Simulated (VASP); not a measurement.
# TiH (P4_2/mmc) in VASP: a series of runs

The runs below take TiH through single point, with LDA.

Everything below comes from runs of VASP 6.6.1. Logs are shortened: lines on timing, memory, paths and dates and some standing lists are left out, and cuts for length are marked.

### 1 The cell of the first run

The structure is tetragonal, space group P4_2/mmc (No. 131). The conventional cell has a = 2.887 Å, b = 2.887 Å, c = 4.475 Å, α = 90.00°, β = 90.00°, γ = 90.00°. Ti (site symmetry mmm) has 4 H at 1.83 Å within 2.4 Å. Within 2.4 Å of H (site symmetry -4m2) lie 4 Ti at 1.83 Å and 2 H at 2.24 Å.

### 2 Single point, LDA

File INCAR:

```
SYSTEM = TiH
ALGO = Normal ; EDIFF = 1E-6
ENCUT = 520 ; GGA = CA
ISIF = 2 ; ISMEAR = -1
LASPH = .True. ; LCHARG = .False.
LREAL = .False. ; LWAVE = .False.
NBANDS = 21 ; NELM = 80
PREC = Accurate ; SIGMA = 0.15
```

File KPOINTS:

```
k-points
0
Gamma
  8 8 5
  0 0 0
```

File POSCAR:

```
TiH
1.0
    2.8873202596      0.0000000000      0.0000000000
    0.0000000000      2.8873202596      0.0000000000
    0.0000000000      0.0000000000      4.4748864867
Ti H
2 2
Direct
    0.5000000000      0.0000000000      0.5000000000
    0.0000000000      0.5000000000      0.0000000000
    0.0000000000      0.0000000000      0.2500000000
    0.0000000000      0.0000000000      0.7500000000
```

Potentials or basis: VASP PAW LDA potentials, release 64 (Ti_sv, H).

Command:

```sh
cat potpaw_LDA.64/Ti_sv/POTCAR potpaw_LDA.64/H/POTCAR > POTCAR
mpirun -np 1 vasp_std > vasp.out
```

OUTCAR:

```text
SYSTEM = TiH
   EDIFF = 1E-6
   ENCUT = 520
   GGA = CA
   ISIF = 2
   ISMEAR = -1
   LASPH = .True.
   LREAL = .False.
   NELM = 80
   PREC = Accurate

 ion  position               nearest neighbor table
   1  0.500  0.000  0.500-   3 1.83   4 1.83   3 1.83   4 1.83
   2  0.000  0.500  0.000-   3 1.83   4 1.83   3 1.83   4 1.83
   3  0.000  0.000  0.250-   1 1.83   2 1.83   2 1.83   1 1.83
   4  0.000  0.000  0.750-   1 1.83   2 1.83   2 1.83   1 1.83

  LATTYP: Found a simple tetragonal cell.
 ALAT       =     2.8873202596
 C/A-ratio  =     1.5498407119

  Lattice vectors:

 A1 = (   2.8873202596,   0.0000000000,   0.0000000000)
 A2 = (   0.0000000000,   2.8873202596,   0.0000000000)
 A3 = (   0.0000000000,   0.0000000000,   4.4748864867)

Analysis of symmetry for initial positions (statically):
=====================================================================
 Subroutine PRICEL returns:
 Original cell was already a primitive cell.

 Routine SETGRP: Setting up the symmetry group for a
 simple tetragonal supercell.

 Subroutine GETGRP returns: Found 16 space group operations
 (whereof  8 operations were pure point group operations)
 out of a pool of 16 trial point group operations.

The static configuration has the point symmetry D_2h.
 The point group associated with its full space group is D_4h.

Analysis of symmetry for dynamics (positions and initial velocities):
=====================================================================
 Subroutine PRICEL returns:
 Original cell was already a primitive cell.

 Routine SETGRP: Setting up the symmetry group for a
 simple tetragonal supercell.

 Subroutine GETGRP returns: Found 16 space group operations
 (whereof  8 operations were pure point group operations)
 out of a pool of 16 trial point group operations.

The dynamic configuration has the point symmetry D_2h.
 The point group associated with its full space group is D_4h.

 Subroutine INISYM returns: Found 16 space group operations
 (whereof  8 operations are pure point group operations),
 and found     1 'primitive' translations

----------------------------------------------------------------------------------------

                                     Primitive cell

  volume of cell :      37.3054

  direct lattice vectors                    reciprocal lattice vectors
     2.887320260  0.000000000  0.000000000     0.346341905  0.000000000  0.000000000
     0.000000000  2.887320260  0.000000000     0.000000000  0.346341905  0.000000000
     0.000000000  0.000000000  4.474886487     0.000000000  0.000000000  0.223469356

  length of vectors
     2.887320260  2.887320260  4.474886487     0.346341905  0.346341905  0.223469356

  position of ions in fractional coordinates (direct lattice)
     0.500000000  0.000000000  0.500000000
     0.000000000  0.500000000  0.000000000
     0.000000000  0.000000000  0.250000000
     0.000000000  0.000000000  0.750000000

  ion indices of the primitive-cell ions
   primitive index   ion index
                 1           1
                 2           2
                 3           3
                 4           4

----------------------------------------------------------------------------------------

 KPOINTS: k-points

Automatic generation of k-mesh.
 Grid dimensions read from file:
 generate k-points for:    8    8    5

 Generating k-lattice:

  Cartesian coordinates                     Fractional coordinates (reciprocal lattice)
     0.043292738  0.000000000  0.000000000     0.125000000  0.000000000  0.000000000
     0.000000000  0.043292738  0.000000000     0.000000000  0.125000000  0.000000000
     0.000000000  0.000000000  0.044693871     0.000000000  0.000000000  0.200000000

  Length of vectors
     0.043292738  0.043292738  0.044693871

  Shift w.r.t. Gamma in fractional coordinates (k-lattice)
     0.000000000  0.000000000  0.000000000

 Subroutine IBZKPT returns following result:
 ===========================================

 Found     45 irreducible k-points:

 Following reciprocal coordinates:
            Coordinates               Weight
  0.000000  0.000000  0.000000      1.000000
  0.125000  0.000000  0.000000      4.000000
  0.250000  0.000000  0.000000      4.000000
  0.375000  0.000000  0.000000      4.000000
  0.500000  0.000000  0.000000      2.000000
  0.125000  0.125000  0.000000      4.000000
[... 16 lines left out ...]
  0.375000  0.125000  0.200000     16.000000
  0.500000  0.125000  0.200000      8.000000
 [... further k-points ...]
   k-points           NKPTS =     45   k-points in BZ     NKDIM =     45   number of bands    NBANDS=     21
   number of dos      NEDOS =    301   number of ions     NIONS =      4
   total plane-waves  NPLWV =  20736
   dimension x,y,z NGX =    24 NGY =   24 NGZ =   36
   dimension x,y,z NGXF=    48 NGYF=   48 NGZF=   72
   ions per type =               2   2
   NGX,Y,Z   is equivalent  to a cutoff of  13.82, 13.82, 13.37 a.u.
   NGXF,Y,Z  is equivalent  to a cutoff of  27.64, 27.64, 26.75 a.u.
 SYSTEM =  TiH
   PREC   = accura    normal or accurate (medium, high low for compatibility)
   ISTART =      0    job   : 0-new  1-cont  2-samecut
   ICHARG =      2    charge: 1-file 2-atom 10-const
   ISPIN  =      1    spin polarized calculation?
   LNONCOLLINEAR =      F non collinear calculations
   LSORBIT =      F    spin-orbit coupling
   LASPH  =      T    aspherical Exc in radial PAW
   ENCUT  =  520.0 eV  38.22 Ry    6.18 a.u.   5.37  5.37  8.32*2*pi/ulx,y,z
   NELM   =     80;   NELMIN=  2; NELMDL= -5     # of ELM steps
   EDIFF  = 0.1E-05   stopping-criterion for ELM
   LREAL  =      F    real-space projection
   EDIFFG = 0.1E-04   stopping-criterion for IOM
   NSW    =      0    number of steps for IOM
   IBRION =     -1    ionic relax: 0-MD 1-quasi-New 2-CG
   NFREE  =      0    steps in history (QN), initial steepest desc. (CG)
   ISIF   =      2    stress and relaxation
   ISYM   =      2    0-nonsym 1-usesym 2-fastsym
   POTIM  = 0.5000    time-step for ionic-motion
   TEBEG  =    0.0;   TEEND  =   0.0 temperature during run
   PSTRESS=    0.0 pullay stress
   NELECT =      26.0000    total number of electrons
   NUPDOWN=      -1.0000    fix difference up-down
   EMIN   =  10.00;   EMAX   =-10.00  energy-range for DOS
   EFERMI =   0.00;   METHOD = LEGACY
   ISMEAR =    -1;   SIGMA  =   0.15  broadening in eV -4-tet -1-fermi 0-gaus
   EFERMI_NEDOS =   21; number of points for ismear=-14 and -15
   IALGO  =     38    algorithm
   IMIX   =      4    mixing-type and parameters
     AMIX     =   0.40;   BMIX     =  1.00
     AMIX_MAG =   1.60;   BMIX_MAG =  1.00
  volume/ion in A,a.u.               =       9.33        62.94
  Fermi-wavevector in a.u.,A,eV,Ry     =   1.451472  2.742884 28.664355  2.106771
  Thomas-Fermi vector in A             =   2.568965
   LORBIT       =      0    0 simple, 1 ext, 2 COOP (PROOUT), +10 PAW based schemes
   GGA     = CA    functional components
   LHFCALC =     F    Hartree Fock is set to
   AEXX    =    0.0000 exact exchange contribution
   IVDW    =     0    specifies the selected vdW correction
   LEPSILON=     F    determine dielectric tensor
   LRPA    =     F    only Hartree local field effects (RPA)
 non-spin polarized calculation
  energy-cutoff  :      520.00
  volume of cell :       37.31
 maximum number of plane-waves:      1025
 NGX is ok and might be reduce to    24
   NGX = 11   NGY = 11   NGZ = 17

 number of electron      26.0000004 magnetization

 Free energy of the ion-electron system (eV)
  ---------------------------------------------------
  ext. energy  EPLUGINS =         0.00000000
  ---------------------------------------------------
  free energy    TOTEN  =       -25.92172182 eV

  energy without entropy =      -25.74144128  energy(sigma->0) =      -25.83158155

 E-fermi :   7.9550     XC(G=0): -12.0178

 val. band max:        7.9546711829   @ k =   0.3750   0.0000   0.4000
 cond. band min:       7.9729890655   @ k =   0.0000   0.0000   0.0000
 fundamental gap:      0.0183178827
 Fermi energy:         7.9550402672

 k-point     1 :       0.0000    0.0000    0.0000
  band No.  band energies     occupation
      1     -48.1473      2.00000
      2     -48.0316      2.00000
      3     -25.0575      2.00000
      4     -24.6282      2.00000
      5     -24.6282      2.00000
      6     -24.4902      2.00000
[... 13 lines left out ...]
     20      11.3030      0.00000
     21      16.2885      0.00000

 k-point     2 :       0.1250    0.0000    0.0000
  band No.  band energies     occupation
      1     -48.1357      2.00000
      2     -48.0286      2.00000
      3     -25.0282      2.00000
      4     -24.6922      2.00000
      5     -24.6188      2.00000
      6     -24.5035      2.00000
[... 13 lines left out ...]
     20      11.5711      0.00000
     21      16.1913      0.00000

 k-point     3 :       0.2500    0.0000    0.0000
  band No.  band energies     occupation
      1     -48.1057      2.00000
      2     -48.0234      2.00000
      3     -24.9478      2.00000
      4     -24.8463      2.00000
      5     -24.6483      2.00000
      6     -24.5951      2.00000
[... 13 lines left out ...]
     20      12.5030      0.00000
     21      14.6131      0.00000

 k-point     4 :       0.3750    0.0000    0.0000
  band No.  band energies     occupation
      1     -48.0694      2.00000
      2     -48.0244      2.00000
      3     -24.9995      2.00000
      4     -24.8367      2.00000
      5     -24.7960      2.00000
      6     -24.6168      2.00000
[... 13 lines left out ...]
     20      13.2165      0.00000
     21      13.7772      0.00000

 k-point     5 :       0.5000    0.0000    0.0000
  band No.  band energies     occupation
      1     -48.0432      2.00000
      2     -48.0359      2.00000
      3     -25.0627      2.00000
      4     -24.8557      2.00000
      5     -24.7335      2.00000
      6     -24.7037      2.00000
[... 13 lines left out ...]
     20      12.2213      0.00000
     21      14.5267      0.00000
[... 382 lines left out ...]
     20      11.6169      0.00000
     21      16.1374      0.00000

 k-point    22 :       0.2500    0.1250    0.2000
  band No.  band energies     occupation
      1     -48.0882      2.00000
      2     -48.0266      2.00000
      3     -24.9474      2.00000
      4     -24.8159      2.00000
      5     -24.6855      2.00000
      6     -24.6385      2.00000
[... 13 lines left out ...]
     20      12.2032      0.00000
     21      15.2369      0.00000

 k-point    23 :       0.3750    0.1250    0.2000
  band No.  band energies     occupation
      1     -48.0566      2.00000
      2     -48.0229      2.00000
      3     -25.0450      2.00000
      4     -24.8641      2.00000
      5     -24.7362      2.00000
      6     -24.6218      2.00000
[... 13 lines left out ...]
     20      12.5860      0.00000
     21      14.2431      0.00000

 k-point    24 :       0.5000    0.1250    0.2000
  band No.  band energies     occupation
      1     -48.0355      2.00000
      2     -48.0293      2.00000
      3     -25.1037      2.00000
      4     -24.9060      2.00000
      5     -24.6836      2.00000
      6     -24.6435      2.00000
[... 13 lines left out ...]
     20      12.0547      0.00000
     21      14.5587      0.00000

 [... further k-points ...]
[... 5 lines left out ...]
  --------------------------------------------------------------------------------------
  -------------------------------------------------------------------------------------
  Total        0.3188041      0.3188041      0.7847079     -0.0000000      0.0000000      0.0000000
  in kB       13.6918632     13.6918632     33.7013031     -0.0000000      0.0000000      0.0000000
  external PRESSURE =      20.3616765 kB  Pullay stress =       0.0000000 kB

 VOLUME and BASIS-vectors are now :
 -----------------------------------------------------------------------------
  energy-cutoff  :      520.00
  volume of cell :       37.31
      direct lattice vectors                 reciprocal lattice vectors
     2.887320260  0.000000000  0.000000000     0.346341905  0.000000000  0.000000000
     0.000000000  2.887320260  0.000000000     0.000000000  0.346341905  0.000000000
     0.000000000  0.000000000  4.474886487     0.000000000  0.000000000  0.223469356

 POSITION                                       TOTAL-FORCE (eV/Angst)
 -----------------------------------------------------------------------------------
      1.44366      0.00000      2.23744         0.000000      0.000000      0.000000
      0.00000      1.44366      0.00000         0.000000      0.000000      0.000000
      0.00000      0.00000      1.11872         0.000000      0.000000      0.000000
      0.00000      0.00000      3.35616         0.000000      0.000000     -0.000000
 -----------------------------------------------------------------------------------
    total drift:                                0.000000      0.000000     -0.000000

  FREE ENERGIE OF THE ION-ELECTRON SYSTEM (eV)
  ---------------------------------------------------
  free  energy   TOTEN  =       -25.9217218229 eV

  energy  without entropy=      -25.7414412751  energy(sigma->0) =      -25.83158155
```

Wall time 52 s (1 thread of Intel Xeon 8259CL, shared host); peak memory 0.16 GiB.

What came out:

```yaml
Free_energy: -25.9217 eV
Pressure: 2.0 GPa
Band_gap_on_the_k_mesh: zero (bands 13 and 14 overlap by 0.44 eV)
```

Levels at points of the mesh, in eV from the Fermi level:
| k point | band 11 | band 12 | band 13 | band 14 | band 15 | band 16 |
| --- | --- | --- | --- | --- | --- | --- |
| (0.00, 0.00, 0.00) | -2.86 | -2.51 | 0.02 | 0.61 | 0.61 | 1.69 |
| (0.50, 0.00, 0.00) | -2.10 | -0.74 | -0.55 | -0.15 | 1.42 | 1.60 |
| (0.50, 0.50, 0.00) | -2.74 | -2.74 | -1.59 | 2.80 | 3.12 | 3.12 |

### 3 Single point, LDA

This run uses another cell than the first one, of 9.52 Å³/atom.

File INCAR:

```
PREC = Accurate ; ENCUT = 520
EDIFF = 1E-7 ; ISMEAR = -1
SIGMA = 0.15 ; LREAL = False
LASPH = True ; NELM = 100
ALGO = Normal ; ISIF = 2
LWAVE = False ; LCHARG = True
LELF = True ; LVHAR = True
NBANDS = 21
```

File KPOINTS:

```
regular mesh
0
Gamma
  8 8 5
```

File POSCAR:

```
TiH
1.0
    2.9076541708      0.0000000000      0.0000000000
    0.0000000000      2.9076541708      0.0000000000
    0.0000000000      0.0000000000      4.5064008101
Ti H
2 2
Direct
    0.5000000000      0.0000000000      0.5000000000
    0.0000000000      0.5000000000      0.0000000000
    0.0000000000      0.0000000000      0.2500000000
    0.0000000000      0.0000000000      0.7500000000
```

Potentials or basis: VASP PAW LDA potentials, release 64 (Ti_sv, H).

Command:

```sh
cat potpaw_LDA.64/Ti_sv/POTCAR potpaw_LDA.64/H/POTCAR > POTCAR
mpirun -np 1 vasp_std > vasp.out
```

Run time: 56 s. Hardware: 1 thread of Intel Xeon 8259CL, shared host; peak memory 0.16 GiB.

The run converged. Its results:

* Free energy: -25.9249 eV
* Pressure: -1.0 GPa
* Band gap on the k mesh: zero (bands 13 and 14 overlap by 0.43 eV)

Stress tensor (GPa, compression positive):
```
-1.55  0.00  0.00
 0.00 -1.55  0.00
 0.00  0.00  0.06
```

Levels at points of the mesh, in eV from the Fermi level:
```csv
k point,band 9,band 10,band 11,band 12,band 13,band 14,band 15,band 16,band 17,band 18
"(0.00, 0.00, 0.00)",-9.20,-3.66,-2.79,-2.45,0.02,0.59,0.59,1.64,2.49,3.17
"(0.50, 0.00, 0.00)",-6.81,-5.22,-2.09,-0.72,-0.54,-0.14,1.39,1.56,1.74,2.30
"(0.50, 0.50, 0.00)",-6.27,-4.20,-2.67,-2.67,-1.54,2.72,3.04,3.04,3.06,3.18
```

### 4 Single point, LDA

This run uses another cell than the first one, of 9.72 Å³/atom.

File INCAR:

```
PREC = Accurate ; ENCUT = 520
EDIFF = 1E-7 ; ISMEAR = -1
SIGMA = 0.15 ; LREAL = F
LASPH = T ; NELM = 100
ALGO = Normal ; ISIF = 2
LWAVE = F ; LCHARG = T
GGA = CA ; LELF = T
LVHAR = T ; NBANDS = 21
```

File KPOINTS:

```
Automatic mesh
0
Gamma
  8 8 5
```

File POSCAR:

```
TiH
1.0
    2.9277075919      0.0000000000      0.0000000000
    0.0000000000      2.9277075919      0.0000000000
    0.0000000000      0.0000000000      4.5374804185
Ti H
2 2
Direct
    0.5000000000      0.0000000000      0.5000000000
    0.0000000000      0.5000000000      0.0000000000
    0.0000000000      0.0000000000      0.2500000000
    0.0000000000      0.0000000000      0.7500000000
```

Command:

```sh
cat potpaw_LDA.64/Ti_sv/POTCAR potpaw_LDA.64/H/POTCAR > POTCAR
mpirun -np 1 vasp_std > vasp.out
```

It took 55 s on 1 thread of Intel Xeon 8259CL, shared host; peak memory 0.16 GiB.

The run converged. Its results:

| Property | Result |
| --- | --- |
| Free energy | -25.9137 eV |
| Pressure | -3.8 GPa |
| Band gap on the k mesh | zero (bands 13 and 14 overlap by 0.41 eV) |

Stress tensor (GPa, compression positive):
```
-4.18  0.00  0.00
 0.00 -4.18  0.00
 0.00  0.00 -2.92
```

Levels at points of the mesh, in eV from the Fermi level:
```
           k point  band 11  band 12  band 13  band 14  band 15  band 16
(0.00, 0.00, 0.00)    -2.73    -2.40     0.02     0.58     0.58     1.60
(0.50, 0.00, 0.00)    -2.09    -0.71    -0.52    -0.13     1.36     1.52
(0.50, 0.50, 0.00)    -2.60    -2.60    -1.49     2.64     2.95     2.95
```

Caveat: the cell stands under tension.

### 5 Single point, LDA

This run uses another cell than the first one, of 9.92 Å³/atom.

File INCAR:

```
SYSTEM = TiH
ALGO     = Normal         ! electronic algorithm
EDIFF    = 1E-6           ! SCF threshold, eV
ENCUT    = 520            ! plane-wave cutoff, eV
ISIF     = 2              ! what is computed and relaxed
ISMEAR   = -1             ! smearing method
LASPH    = .TRUE.         ! aspherical terms in the spheres
LCHARG   = .TRUE.         ! write CHGCAR
LELF     = .TRUE.         ! ELF
LREAL    = .FALSE.        ! projectors in reciprocal space
LVHAR    = .TRUE.       
LWAVE    = .FALSE.        ! write WAVECAR
NBANDS   = 21             ! bands
NELM     = 80             ! most SCF steps
PREC     = Accurate       ! precision mode
SIGMA    = 0.15           ! smearing width, eV
```

File KPOINTS:

```
k-points
0
G
  8 8 5
  0 0 0
```

File POSCAR:

```
TiH
1.0
    2.9474900000      0.0000000000      0.0000000000
    0.0000000000      2.9474900000      0.0000000000
    0.0000000000      0.0000000000      4.5681400000
Ti H
2 2
Direct
    0.5000000000      0.0000000000      0.5000000000
    0.0000000000      0.5000000000      0.0000000000
    0.0000000000      0.0000000000      0.2500000000
    0.0000000000      0.0000000000      0.7500000000
```

Command:

```sh
cat potpaw_LDA.64/Ti_sv/POTCAR potpaw_LDA.64/H/POTCAR > POTCAR
mpirun -np 1 vasp_std > vasp.out
```

It took 54 s on 1 thread of Intel Xeon 8259CL, shared host; peak memory 0.16 GiB.

The run converged. Its results:

- Free energy: -25.8896 eV
- Pressure: -6.2 GPa
- Band gap on the k mesh: zero (bands 13 and 14 overlap by 0.40 eV)

Stress tensor (GPa, compression positive):
```
-6.55  0.00  0.00
 0.00 -6.55  0.00
 0.00  0.00 -5.60
```

Levels at points of the mesh, in eV from the Fermi level:
| k point | band 11 | band 12 | band 13 | band 14 | band 15 | band 16 |
| --- | --- | --- | --- | --- | --- | --- |
| (0.00, 0.00, 0.00) | -2.68 | -2.34 | 0.02 | 0.57 | 0.57 | 1.56 |
| (0.50, 0.00, 0.00) | -2.08 | -0.69 | -0.51 | -0.13 | 1.33 | 1.49 |
| (0.50, 0.50, 0.00) | -2.53 | -2.53 | -1.44 | 2.57 | 2.88 | 2.88 |

Caveat: the cell stands under tension.

### 6 Summary

```csv
cell,gap on the mesh (eV),pressure (GPa)
"a = 2.887, b = 2.887, c = 4.475 Å, 4 atoms",none,2.0
"a = 2.908, b = 2.908, c = 4.506 Å, 4 atoms",none,-1.0
"a = 2.928, b = 2.928, c = 4.537 Å, 4 atoms",none,-3.8
"a = 2.947, b = 2.947, c = 4.568 Å, 4 atoms",none,-6.2
```

Alike in all rows: task single point; level LDA; potentials or basis VASP PAW LDA potentials, release 64 (Ti_sv, H); no spin polarisation; k mesh 8 × 8 × 5; cutoff (eV) 520; smearing fermi-dirac 0.15 eV.

Caveats: the cell stands under tension (at least some runs).

Total energies depend on the potentials used, so only differences within one code and one set of settings carry meaning.

The gap in the log of VASP goes by the Fermi energy; the results here count the filled bands.